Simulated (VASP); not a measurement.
# BaHf3H2 (P4/mmm) in VASP: a series of runs

BaHf3H2 is run at these levels: PBE; tasks: relaxation of cell and atoms, single point.

Program: VASP 6.6.1. These are calculated values, not measurements. Logs are shortened: lines on timing, memory, paths and dates and some standing lists are left out, and cuts for length are marked.

### Step 1. The cell of the first run

Symmetry: P4/mmm, No. 123, tetragonal system. Conventional cell: a = 4.793 Å, b = 4.793 Å, c = 7.671 Å, α = 90.00°, β = 90.00°, γ = 90.00°. Within 4.6 Å of Ba (site symmetry 4/mmm) lie 6 Hf at 3.39 to 3.84 Å and 8 H at 4.52 Å. Hf (site symmetry 4/mmm) has 4 Ba at 3.39 Å and 2 Hf at 3.84 Å and 8 H at 4.52 Å within 4.6 Å. Hf (site symmetry 4/mmm) has 4 H at 2.40 Å within 3.2 Å. Hf (site symmetry 4/mmm) has 4 H at 2.40 Å within 3.2 Å. H (site symmetry mmm) has 4 Hf at 2.40 Å within 3.2 Å.

The cell was generated, and may not be a known phase.

### Step 2. Relaxation of cell and atoms, PBE

INCAR

```
  PREC = Accurate
  ENCUT = 600
  EDIFF = 1E-7
  ISMEAR = 0
  SIGMA = 0.1
  LREAL = False
  LASPH = True
  NELM = 100
  ALGO = Normal
  ISIF = 3
  LWAVE = False
  LCHARG = False
  GGA = PE
  IBRION = 2
  NSW = 90
  EDIFFG = -0.04
```

KPOINTS

```
Automatic mesh
0
Gamma
  4 4 2
```

POSCAR

```
BaHf3H2
1.0
    4.7934918100      0.0000000000      0.0000000000
    0.0000000000      4.7934918100      0.0000000000
    0.0000000000      0.0000000000      7.6713852300
Ba Hf H
1 3 2
Direct
    0.5000000000      0.5000000000      0.0000000000
    0.0000000000      0.0000000000      0.0000000000
    0.5000000000      0.5000000000      0.5000000000
    0.0000000000      0.0000000000      0.5000000000
    0.5000000000      0.0000000000      0.5000000000
    0.0000000000      0.5000000000      0.5000000000
```

Potentials or basis: VASP PAW PBE potentials, release 64 (Ba_sv, Hf_pv, H).

Run with:

```sh
$ cat potpaw_PBE.64/Ba_sv/POTCAR potpaw_PBE.64/Hf_pv/POTCAR potpaw_PBE.64/H/POTCAR > POTCAR
$ mpirun -np 1 vasp_std > vasp.out
```

OUTCAR:

```text
PREC = Accurate
   ENCUT = 600
   EDIFF = 1E-7
   ISMEAR = 0
   LREAL = False
   LASPH = True
   NELM = 100
   ISIF = 3
   GGA = PE
   IBRION = 2
   NSW = 90
   EDIFFG = -0.04

 ion  position               nearest neighbor table
   1  0.500  0.500  0.000-   2 3.39   2 3.39   2 3.39   2 3.39   3 3.84   3 3.84
   2  0.000  0.000  0.000-   1 3.39   1 3.39   1 3.39   1 3.39   4 3.84   4 3.84
   3  0.500  0.500  0.500-   4 3.39   4 3.39   4 3.39   4 3.39   1 3.84   1 3.84
   4  0.000  0.000  0.500-   3 3.39   3 3.39   3 3.39   3 3.39   2 3.84   2 3.84
   5  0.500  0.000  0.500-
   6  0.000  0.500  0.500-

  LATTYP: Found a simple tetragonal cell.
 ALAT       =     4.7934918100
 C/A-ratio  =     1.6003751616

  Lattice vectors:

 A1 = (   4.7934918100,   0.0000000000,   0.0000000000)
 A2 = (   0.0000000000,   4.7934918100,   0.0000000000)
 A3 = (   0.0000000000,   0.0000000000,   7.6713852300)

Analysis of symmetry for initial positions (statically):
=====================================================================
 Subroutine PRICEL returns:
 Original cell was already a primitive cell.

 Routine SETGRP: Setting up the symmetry group for a
 simple tetragonal supercell.

 Subroutine GETGRP returns: Found 16 space group operations
 (whereof 16 operations were pure point group operations)
 out of a pool of 16 trial point group operations.

The static configuration has the point symmetry D_4h.

Analysis of symmetry for dynamics (positions and initial velocities):
=====================================================================
 Subroutine PRICEL returns:
 Original cell was already a primitive cell.

 Routine SETGRP: Setting up the symmetry group for a
 simple tetragonal supercell.

 Subroutine GETGRP returns: Found 16 space group operations
 (whereof 16 operations were pure point group operations)
 out of a pool of 16 trial point group operations.

The dynamic configuration has the point symmetry D_4h.

 Subroutine INISYM returns: Found 16 space group operations
 (whereof 16 operations are pure point group operations),
 and found     1 'primitive' translations

----------------------------------------------------------------------------------------

                                     Primitive cell

  volume of cell :     176.2697

  direct lattice vectors                    reciprocal lattice vectors
[... 74 lines left out ...]
   ISTART =      0    job   : 0-new  1-cont  2-samecut
   ICHARG =      2    charge: 1-file 2-atom 10-const
   ISPIN  =      1    spin polarized calculation?
   LNONCOLLINEAR =      F non collinear calculations
   LSORBIT =      F    spin-orbit coupling
   LASPH  =      T    aspherical Exc in radial PAW
   ENCUT  =  600.0 eV  44.10 Ry    6.64 a.u.   9.57  9.57 15.32*2*pi/ulx,y,z
   NELM   =    100;   NELMIN=  2; NELMDL= -5     # of ELM steps
   EDIFF  = 0.1E-06   stopping-criterion for ELM
   LREAL  =      F    real-space projection
   EDIFFG = -.4E-01   stopping-criterion for IOM
   NSW    =     90    number of steps for IOM
   IBRION =      2    ionic relax: 0-MD 1-quasi-New 2-CG
   NFREE  =      1    steps in history (QN), initial steepest desc. (CG)
   ISIF   =      3    stress and relaxation
   ISYM   =      2    0-nonsym 1-usesym 2-fastsym
   POTIM  = 0.5000    time-step for ionic-motion
   TEBEG  =    0.0;   TEEND  =   0.0 temperature during run
   PSTRESS=    0.0 pullay stress
   NELECT =      42.0000    total number of electrons
   NUPDOWN=      -1.0000    fix difference up-down
   EMIN   =  10.00;   EMAX   =-10.00  energy-range for DOS
   EFERMI =   0.00;   METHOD = LEGACY
   ISMEAR =     0;   SIGMA  =   0.10  broadening in eV -4-tet -1-fermi 0-gaus
   EFERMI_NEDOS =   21; number of points for ismear=-14 and -15
   IALGO  =     38    algorithm
   IMIX   =      4    mixing-type and parameters
     AMIX     =   0.40;   BMIX     =  1.00
     AMIX_MAG =   1.60;   BMIX_MAG =  1.00
  volume/ion in A,a.u.               =      29.38       198.25
  Fermi-wavevector in a.u.,A,eV,Ry     =   1.014920  1.917922 14.014865  1.030064
  Thomas-Fermi vector in A             =   2.148176
   LORBIT       =      0    0 simple, 1 ext, 2 COOP (PROOUT), +10 PAW based schemes
   GGA     = PE    functional components
   LHFCALC =     F    Hartree Fock is set to
   AEXX    =    0.0000 exact exchange contribution
   IVDW    =     0    specifies the selected vdW correction
   LEPSILON=     F    determine dielectric tensor
   LRPA    =     F    only Hartree local field effects (RPA)
 conjugate gradient relaxation of ions
 non-spin polarized calculation
 Gauss-broadening in eV      SIGMA  =   0.10
  energy-cutoff  :      600.00
  volume of cell :      176.27
 maximum number of plane-waves:      5907
 NGX is ok and might be reduce to    40
   NGX = 19   NGY = 19   NGZ = 31

--------------------------------------- Ionic step        1  -------------------------------------------

 number of electron      41.9999994 magnetization

 Free energy of the ion-electron system (eV)
  ---------------------------------------------------
  ext. energy  EPLUGINS =         0.00000000
  ---------------------------------------------------
  free energy    TOTEN  =       -31.67354465 eV

  energy without entropy =      -31.62989601  energy(sigma->0) =      -31.65172033

------------------------ aborting loop because EDIFF is reached ----------------------------------------

  FORCE on cell =-STRESS in cart. coord.  units (eV):
  Direction    XX          YY          ZZ          XY          YZ          ZX
  --------------------------------------------------------------------------------------
  -------------------------------------------------------------------------------------
  Total      -11.2146556    -11.2146556     -8.5912500      0.0000000      0.0000000     -0.0000000
  in kB     -101.9339260   -101.9339260    -78.0888754      0.0000000      0.0000000     -0.0000000
  external PRESSURE =     -93.9855758 kB  Pullay stress =       0.0000000 kB
[... 790 lines left out ...]
     24       3.7961      0.00000
     25       3.8931      0.00000

[... ionic steps 4 to 7 ...]

--------------------------------------- Ionic step        8  -------------------------------------------

 number of electron      41.9999997 magnetization

------------------------ aborting loop because EDIFF is reached ----------------------------------------
[... 75 lines left out ...]
--------------------------------------- Ionic step       10  -------------------------------------------

 number of electron      41.9999998 magnetization

 Free energy of the ion-electron system (eV)
  ---------------------------------------------------
  ext. energy  EPLUGINS =         0.00000000
  ---------------------------------------------------
  free energy    TOTEN  =       -33.95061256 eV

  energy without entropy =      -33.92348348  energy(sigma->0) =      -33.93704802

 E-fermi :   3.5643     XC(G=0): -10.2299

 val. band max:        3.5601720591   @ k =   0.2500   0.0000   0.5000
 cond. band min:       3.5842979340   @ k =   0.2500   0.0000   0.5000
 fundamental gap:      0.0241258749
 Fermi energy:         3.5642566129
[... 367 lines left out ...]
  FREE ENERGIE OF THE ION-ELECTRON SYSTEM (eV)
  ---------------------------------------------------
  free  energy   TOTEN  =       -33.9506125617 eV

  energy  without entropy=      -33.9234834767  energy(sigma->0) =      -33.93704802

 reached required accuracy - stopping structural energy minimisation
```

OSZICAR:

```text
N       E                     dE             d eps       ncg     rms          rms(c)
DAV:   1     0.221064452907E+03    0.22106E+03   -0.22794E+04   664   0.162E+03
DAV:   2    -0.189564265739E+02   -0.24002E+03   -0.23777E+03   804   0.334E+02
DAV:   3    -0.348767631078E+02   -0.15920E+02   -0.15642E+02   832   0.606E+01
[... 124 lines left out ...]
DAV:   6    -0.339505958224E+02   -0.23156E-04   -0.16337E-04   779   0.582E-02    0.786E-02
DAV:   7    -0.339506115820E+02   -0.15760E-04   -0.38127E-05   828   0.247E-02    0.217E-02
DAV:   8    -0.339506122627E+02   -0.68072E-06   -0.27779E-06   693   0.838E-03    0.126E-02
DAV:   9    -0.339506125662E+02   -0.30344E-06   -0.82491E-07   663   0.471E-03    0.247E-03
DAV:  10    -0.339506125617E+02    0.45020E-08   -0.58709E-08   328   0.151E-03
  10 F= -.33950613E+02 E0= -.33937048E+02  d E =-.119277E-01
```

It took 4.6 min on 1 thread of Intel Xeon 6975P-C (Granite Rapids), shared host; peak memory 0.39 GiB.

What came out:

| Quantity | Value |
| --- | --- |
| Free energy | -33.9506 eV |
| Relaxed volume | 19.81 Å³/atom |
| Relaxed cell | a = 4.336 Å, b = 4.336 Å, c = 6.324 Å, α = 90.00°, β = 90.00°, γ = 90.00° |
| Space group after relaxing (to 0.1 Å) | P4/mmm (No. 123) |
| Energy gained by relaxing | 379.5 meV/atom |
| Ionic steps | 10 |
| Pressure after relaxing | 0.0 GPa |
| Band gap on the k mesh | zero (bands 21 and 22 overlap by 1.28 eV) |

Step by step:
| step | energy change (eV) | largest force (eV/Å) | pressure (GPa) | volume (Å³) |
| --- | --- | --- | --- | --- |
| 1 | 0.0000 | 0.0000 | -9.40 | 176.27 |
| 2 | -1.8089 | 0.0000 | -3.67 | 135.83 |
| 3 | -1.9181 | 0.0000 | -0.78 | 126.93 |
| 4 | -1.9183 | 0.0000 | -0.39 | 126.05 |
| 5 | -2.1664 | 0.0000 | -0.10 | 121.10 |
| 6 | -2.2645 | 0.0000 | 1.23 | 116.85 |
| 7 | -2.2649 | 0.0000 | 1.42 | 116.32 |
| 8 | -2.2651 | 0.0000 | 1.35 | 116.52 |
| 9 | -2.2743 | 0.0000 | -0.64 | 120.04 |
| 10 | -2.2771 | 0.0000 | -0.01 | 118.88 |

Final structure:
```xyz
6
Lattice="4.3356 0.0000 0.0000 0.0000 4.3356 0.0000 0.0000 0.0000 6.3242" Properties=species:S:1:pos:R:3 pbc="T T T"
Ba    2.1678    2.1678    0.0000
Hf    0.0000    0.0000    0.0000
Hf    2.1678    2.1678    3.1621
Hf    0.0000    0.0000    3.1621
H     2.1678    0.0000    3.1621
H     0.0000    2.1678    3.1621
```

Caveat: the k points lie up to 0.50 Å⁻¹ apart in the final cell, too coarse for converged energies and pressures of a metal; the volume moved by over 15 % at a fixed basis, so the end points are rough; spin-orbit coupling is left out, which moves the levels of the heavy elements.

### Step 3. Relaxation of cell and atoms, PBE

This run uses another cell than the first one, of 19.79 Å³/atom.

INCAR

```
SYSTEM = BaHf3H2
  PREC = Accurate
  ENCUT = 600
  EDIFF = 1E-6
  ISMEAR = 0
  SIGMA = 0.1
  LREAL = .FALSE.
  LASPH = .TRUE.
  NELM = 60
  ALGO = Normal
  ISIF = 3
  LWAVE = .FALSE.
  LCHARG = .FALSE.
  GGA = PE
  IBRION = 2
  NSW = 90
  EDIFFG = -0.04
```

KPOINTS

```
Automatic mesh
0
G
  4 4 4
  0 0 0
```

Changes to POSCAR since step 2:

```diff
@@ -2,5 +2,5 @@
 1.0
-    4.7934918100      0.0000000000      0.0000000000
-    0.0000000000      4.7934918100      0.0000000000
-    0.0000000000      0.0000000000      7.6713852300
+    4.3307296232      0.0000000000      0.0000000000
+    0.0000000000      4.3307296232      0.0000000000
+    0.0000000000      0.0000000000      6.3323721343
 Ba Hf H
```

Potentials or basis: VASP PAW PBE potentials, release 64 (Ba_sv, Hf_pv, H).

Run with:

```sh
$ cat potpaw_PBE.64/Ba_sv/POTCAR potpaw_PBE.64/Hf_pv/POTCAR potpaw_PBE.64/H/POTCAR > POTCAR
$ mpirun -np 1 vasp_std > vasp.out
```

It took 48 s on 1 thread of Intel Xeon 6975P-C (Granite Rapids), shared host; peak memory 0.3 GiB.

It converged, with:

* Free energy: -33.9930 eV
* Relaxed volume: 19.84 Å³/atom
* Relaxed cell: a = 4.346 Å, b = 4.346 Å, c = 6.302 Å, α = 90.00°, β = 90.00°, γ = 90.00°
* Space group after relaxing (to 0.1 Å): P4/mmm (No. 123)
* Energy gained by relaxing: 0.5 meV/atom
* Ionic steps: 2
* Pressure after relaxing: -0.2 GPa
* Band gap on the k mesh: zero (bands 21 and 22 overlap by 1.36 eV)

Stress tensor (GPa, compression positive):
```
-0.12  0.00  0.00
 0.00 -0.12  0.00
 0.00  0.00 -0.21
```

Step by step:
| step | energy change (eV) | largest force (eV/Å) | pressure (GPa) | volume (Å³) |
| --- | --- | --- | --- | --- |
| 1 | 0.0000 | 0.0000 | 0.12 | 118.77 |
| 2 | -0.0030 | 0.0000 | -0.15 | 119.02 |

Final structure:
```xyz
6
Lattice="4.3458 0.0000 0.0000 0.0000 4.3458 0.0000 0.0000 0.0000 6.3018" Properties=species:S:1:pos:R:3 pbc="T T T"
Ba    2.1729    2.1729    0.0000
Hf    0.0000    0.0000    0.0000
Hf    2.1729    2.1729    3.1509
Hf    0.0000    0.0000    3.1509
H     2.1729    0.0000    3.1509
H     0.0000    2.1729    3.1509
```

Levels at points of the mesh, in eV from the Fermi level:
```tsv
k point	band 19	band 20	band 21	band 22	band 23	band 24
(0.00, 0.00, 0.00)	-1.14	-0.91	-0.91	-0.44	0.20	0.37
(0.50, 0.00, 0.00)	-0.86	0.32	0.36	0.65	0.71	0.81
(0.50, 0.50, 0.00)	-2.35	-1.05	-0.32	-0.19	0.55	1.94
(0.00, 0.00, 0.50)	-0.74	-0.32	-0.17	0.32	0.32	0.41
(0.50, 0.00, 0.50)	0.40	0.50	0.81	0.82	1.26	1.39
(0.50, 0.50, 0.50)	-1.04	-1.04	-0.18	-0.18	0.35	0.73
```

Caveat: the k points lie up to 0.36 Å⁻¹ apart in the final cell, too coarse for converged energies and pressures of a metal; spin-orbit coupling is left out, which moves the levels of the heavy elements.

### Step 4. Single point, PBE

This run uses another cell than the first one, of 19.63 Å³/atom.

INCAR

```
SYSTEM = BaHf3H2
PREC = Accurate ; ENCUT = 520
EDIFF = 1E-6 ; ISMEAR = 0
SIGMA = 0.1 ; LREAL = .False.
LASPH = .True. ; NELM = 80
ALGO = Normal ; ISIF = 2
LWAVE = .False. ; LCHARG = .True.
GGA = PE ; LELF = .True.
LVHAR = .True. ; NBANDS = 30
```

KPOINTS

```
regular mesh
0
Gamma
  10 10 6
  0 0 0
```

Changes to POSCAR since step 3:

```diff
@@ -2,5 +2,5 @@
 1.0
-    4.3307296232      0.0000000000      0.0000000000
-    0.0000000000      4.3307296232      0.0000000000
-    0.0000000000      0.0000000000      6.3323721343
+    4.3363332537      0.0000000000      0.0000000000
+    0.0000000000      4.3363332537      0.0000000000
+    0.0000000000      0.0000000000      6.2646409589
 Ba Hf H
```

Run with:

```sh
$ cat potpaw_PBE.64/Ba_sv/POTCAR potpaw_PBE.64/Hf_pv/POTCAR potpaw_PBE.64/H/POTCAR > POTCAR
$ mpirun -np 1 vasp_std > vasp.out
```

It took 95 s on 1 thread of Intel Xeon 6975P-C (Granite Rapids), shared host; peak memory 0.41 GiB.

It converged, with:

```yaml
Free_energy: -33.9296 eV
Pressure: 0.2 GPa
Band_gap_on_the_k_mesh: zero (bands 21 and 22 overlap by 1.25 eV)
```

Stress tensor (GPa, compression positive):
```
0.11 0.00 0.00
0.00 0.11 0.00
0.00 0.00 0.35
```

Levels at points of the mesh, in eV from the Fermi level:
```tsv
k point	band 17	band 18	band 19	band 20	band 21	band 22	band 23	band 24	band 25	band 26
(0.00, 0.00, 0.00)	-1.94	-1.38	-1.19	-0.98	-0.98	-0.44	0.16	0.36	2.42	2.42
(0.50, 0.00, 0.00)	-1.49	-0.92	-0.92	0.28	0.36	0.66	0.69	0.74	0.96	1.50
(0.50, 0.50, 0.00)	-2.52	-2.52	-2.41	-1.07	-0.34	-0.25	0.58	1.96	2.15	2.19
(0.00, 0.00, 0.50)	-2.08	-0.95	-0.72	-0.32	-0.18	0.30	0.30	0.35	0.35	2.43
(0.50, 0.00, 0.50)	-1.19	-0.61	0.36	0.50	0.76	0.85	1.22	1.39	1.53	1.57
(0.50, 0.50, 0.50)	-1.96	-1.96	-1.11	-1.11	-0.19	-0.19	0.38	0.74	0.80	2.09
```

Caveat: spin-orbit coupling is left out, which moves the levels of the heavy elements.

### Step 5. Overview

| task | cell | k mesh | cutoff (eV) | gap on the mesh (eV) | pressure (GPa) | relaxed volume (Å³/atom) |
| --- | --- | --- | --- | --- | --- | --- |
| relaxation of cell and atoms | relaxed from a = 4.793, b = 4.793, c = 7.671 Å, 6 atoms | 4 × 4 × 2 | 600 | none | 0.0 | 19.81 |
| relaxation of cell and atoms | relaxed from a = 4.331, b = 4.331, c = 6.332 Å, 6 atoms | 4 × 4 × 4 | 600 | none | -0.2 | 19.84 |
| single point | a = 4.336, b = 4.336, c = 6.265 Å, 6 atoms | 10 × 10 × 6 | 520 | none | 0.2 | - |

Alike in all rows: level PBE; potentials or basis VASP PAW PBE potentials, release 64 (Ba_sv, Hf_pv, H); no spin polarisation; smearing gaussian 0.1 eV.

Caveats: some runs use coarse meshes; spin-orbit coupling is left out, which moves the levels of the heavy elements; the volume moved by over 15 % at a fixed basis, so the end points are rough (at least some runs).

Total energies depend on the potentials used, so only differences within one code and one set of settings carry meaning.

The gap in the log of VASP goes by the Fermi energy; the results here count the filled bands.